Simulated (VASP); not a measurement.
Wanted: the native input for a VASP 6.6.1 run.

```yaml
Task: single point
Functional: PBE
Potentials_or_basis: VASP PAW PBE potentials, release 64 (Cd, S)
Cutoff: 500 eV
k_mesh: 4 × 4 × 4
Occupations: methfessel-paxton, width 0.1 eV
Spin: no spin polarisation
Dipole_correction: no
Further_INCAR_settings: ALGO = Normal; EDIFF = 1e-06; NBANDS = 16
```

The structure of CdS lies in POSCAR:

```
CdS
1.0
    0.0000000000      2.9165000000      2.9165000000
    2.9165000000      0.0000000000      2.9165000000
    2.9165000000      2.9165000000      0.0000000000
Cd S
1 1
Direct
    0.0000000000      0.0000000000      0.0000000000
    0.2500000000      0.2500000000      0.2500000000
```

The input as run:

INCAR

```
SYSTEM = CdS
ALGO = Normal
EDIFF = 1E-6
ENCUT = 500
GGA = PE
GGA_COMPAT = .FALSE.
ISIF = 2
ISMEAR = 1
LASPH = .TRUE.
LCHARG = .FALSE.
LREAL = .FALSE.
LWAVE = .FALSE.
NBANDS = 16
NELM = 120
PREC = Accurate
SIGMA = 0.1
```

KPOINTS

```
k-points
0
G
  4 4 4
  0 0 0
```

Potentials or basis: VASP PAW PBE potentials, release 64 (Cd, S).

Launch:

```console
$ cat potpaw_PBE.64/Cd/POTCAR potpaw_PBE.64/S/POTCAR > POTCAR
$ mpirun -np 1 vasp_std > vasp.out
```

Results of the run:

```
Pressure               : 3.4 GPa
Band gap on the k mesh : 1.14 eV
```

Caveat: the k points lie up to 0.47 Å⁻¹ apart.

It took 7.9 s on 1 thread of AMD EPYC 7R43 64-Core Processor (Zen 3), on a shared host, peak memory 0.13 GiB.
